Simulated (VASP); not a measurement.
Set up this calculation in VASP 6.6.1, as the native input.

```
Task                   : electric field gradients
Functional             : PBE
Potentials or basis    : VASP PAW PBE potentials, release 64 (Ta_pv, N)
Cutoff                 : 520 eV
k mesh                 : 9 × 9 × 9
Occupations            : fermi-dirac, width 0.02 eV
Spin                   : no spin polarisation
Dipole correction      : no
Further INCAR settings : ALGO = Normal; EDIFF = 1e-08; NBANDS = 15
```

The structure of TaN lies in POSCAR:

```
TaN
1.0
   -0.0653700000      2.1463150000      2.1463150000
    2.1463150000     -0.0653700000      2.1463150000
    2.1463150000      2.1463150000     -0.0653700000
Ta N
1 1
Direct
    0.5000000000      0.5000000000      0.5000000000
    0.0000000000      0.0000000000      0.0000000000
```

This cell differs from its parent crystal: equal xy, yz and zx shear strains of -3 %.

The input as run:

INCAR

```
SYSTEM = TaN
PREC = Accurate
ENCUT = 520
EDIFF = 1E-8
ISMEAR = -1
SIGMA = 0.02
LREAL = .FALSE.
LASPH = .TRUE.
NELM = 80
ALGO = Normal
ISIF = 2
LWAVE = .FALSE.
LCHARG = .FALSE.
GGA = PE
LEFG = .TRUE.
NBANDS = 15
```

KPOINTS

```
Automatic mesh
0
G
  9 9 9
  0 0 0
```

Potentials or basis: VASP PAW PBE potentials, release 64 (Ta_pv, N).

Launch:

```sh
$ cat potpaw_PBE.64/Ta_pv/POTCAR potpaw_PBE.64/N/POTCAR > POTCAR
$ mpirun -np 1 vasp_std > vasp.out
```

It gave:

```
Pressure               : 15.8 GPa
Band gap on the k mesh : zero (band 8 reaches 11.55 eV, above the bottom of band 9 at 7.42 eV)
```

Caveat: the cell differs from its parent crystal (equal xy, yz and zx shear strains of -3 %); without QUAD_EFG the Cq values of the log hold for a quadrupole moment of 1 mb, not for the nuclei; spin-orbit coupling is left out, which moves the levels of the heavy elements.

Run time: 12 s on 1 thread of Intel(R) Xeon(R) Platinum 8488C (Sapphire Rapids), on a shared host, peak memory 0.15 GiB.
